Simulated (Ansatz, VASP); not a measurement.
One calculation of MgS, two programs

The input INCAR:

```
PREC = Accurate
ENCUT = 520
EDIFF = 1E-7
ISMEAR = -1
SIGMA = 0.02
LREAL = F
LASPH = T
NELM = 100
ALGO = Normal
ISIF = 2
LWAVE = F
LCHARG = T
GGA = PE
LELF = T
LVHAR = T
NBANDS = 11
```

Contents of KPOINTS:

```
regular mesh
0
Gamma
  8 8 8
```

Contents of POSCAR:

```
MgS
1.0
    0.0000000000      2.8308768404      2.8308768404
    2.8308768404      0.0000000000      2.8308768404
    2.8308768404      2.8308768404      0.0000000000
Mg S
1 1
Direct
    0.0000000000      0.0000000000      0.0000000000
    0.2500000000      0.2500000000      0.2500000000
```

Input for Ansatz:

```yaml
crystal:
  lattice:
    - [0.0, 2.8308768404, 2.8308768404]
    - [2.8308768404, 0.0, 2.8308768404]
    - [2.8308768404, 2.8308768404, 0.0]
  atoms:
    - { symbol: Mg, position: [0.0, 0.0, 0.0] }
    - { symbol: S, position: [0.25, 0.25, 0.25] }
kpoints:
  mp_grid: { grid: [8, 8, 8] }
  band_path:
    path:
      - [0.0, 0.0, 0.0]
      - [-0.5, -0.5, 0.0]
      - [-0.375, -0.375, 0.25]
      - [-0.375, 0.0, 0.375]
      - [0.0, 0.0, 0.5]
      - [-0.5, -0.25, 0.25]
    npoints: 1
hamiltonian:
  xc: pbe
scf:
  occupations: { method: fermi_dirac, width: 0.02 }
  n_extra_bands: 4
output:
  forces: true
  stress: true
  eigenvalues: true
```

Alike in both runs: task single point; functional PBE; k mesh 8 × 8 × 8; occupations fermi-dirac, width 0.02 eV; no spin polarisation.

|  | VASP | Ansatz |
| --- | --- | --- |
| version | VASP 6.6.1 | Ansatz 0.2.0 |
| potentials or method | VASP PAW PBE potentials, release 64 (Mg, S) | plane waves, PAW |
| plane-wave cutoff (eV) | 520 | 420 |
| valence electrons in the cell | 8 | 16 |

VASP gave:

| Quantity | Value |
| --- | --- |
| gap on the k mesh at the Fermi level (eV) | 3.46 |
| pressure (GPa) | 0.9 |

Which values does Ansatz return?

gap on the k mesh at the Fermi level (eV): 3.47; pressure (GPa): 1.1.

VASP's potentials hold 8 valence electrons a cell and Ansatz's 16, so a difference there can come from the potentials and not from the codes.
